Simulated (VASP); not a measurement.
Wanted: the native input for a VASP 6.6.1 run.

```
Task                   : single point
Functional             : r2SCAN
Potentials or basis    : VASP PAW PBE potentials, release 64 (Mg, O)
Cutoff                 : 520 eV
k mesh                 : 10 × 10 × 10
Occupations            : gaussian, width 0.01 eV
Spin                   : no spin polarisation
Dipole correction      : no
Further INCAR settings : ALGO = Normal; EDIFF = 1e-06; NBANDS = 11
```

The system is MgO.

```
CELL_PARAMETERS angstrom
2.75163 0.00000 0.00000
0.00000 2.62335 0.00000
0.00000 0.00000 2.62335
ATOMIC_POSITIONS crystal
Mg 0.00000 0.00000 0.00000
O 0.50000 0.50000 0.50000
```

This cell differs from its parent crystal: uniaxial x strain +4.9%.

One way to write it, as run:

POSCAR

```
MgO
1.0
    2.7516308250      0.0000000000      0.0000000000
    0.0000000000      2.6233490561      0.0000000000
    0.0000000000      0.0000000000      2.6233490561
Mg O
1 1
Direct
    0.0000000000      0.0000000000      0.0000000000
    0.5000000000      0.5000000000      0.5000000000
```

INCAR.step1

```
SYSTEM = MgO
ALGO = Normal
EDIFF = 1E-4
ENCUT = 520
GGA = PE
ISMEAR = 0
LASPH = .True.
LCHARG = .False.
LREAL = .False.
LWAVE = .True.
NBANDS = 11
NELM = 80
PREC = Accurate
SIGMA = 0.01
```

INCAR.step2

```
SYSTEM = MgO
ALGO = Normal
EDIFF = 1E-6
ENCUT = 520
ISIF = 2
ISMEAR = 0
ISTART = 1
LASPH = .True.
LCHARG = .True.
LELF = .True.
LMIXTAU = .True.
LREAL = .False.
LVHAR = .True.
LWAVE = .False.
METAGGA = R2SCAN
NBANDS = 11
NELM = 80
PREC = Accurate
SIGMA = 0.01
```

KPOINTS

```
k-points
0
Gamma
  10 10 10
  0 0 0
```

Potentials or basis: VASP PAW PBE potentials, release 64 (Mg, O).

Command:

```bash
$ cat potpaw_PBE.64/Mg/POTCAR potpaw_PBE.64/O/POTCAR > POTCAR
$ cp INCAR.step1 INCAR
$ mpirun -np 1 vasp_std > vasp.out
$ cp INCAR.step2 INCAR
$ mpirun -np 1 vasp_std > vasp.out
```

Results of the run:

The pressure is -7.6 GPa and the band gap on the k mesh is 2.74 eV, indirect (least direct gap 3.67 eV).

Caveat: the cell differs from its parent crystal (uniaxial x strain +4.9%); the PAW data sets were made with another functional, which shifts forces and pressure a little.

It took 53 s on 1 thread of Intel Xeon 6975P-C (shared host), peak memory 0.15 GiB.
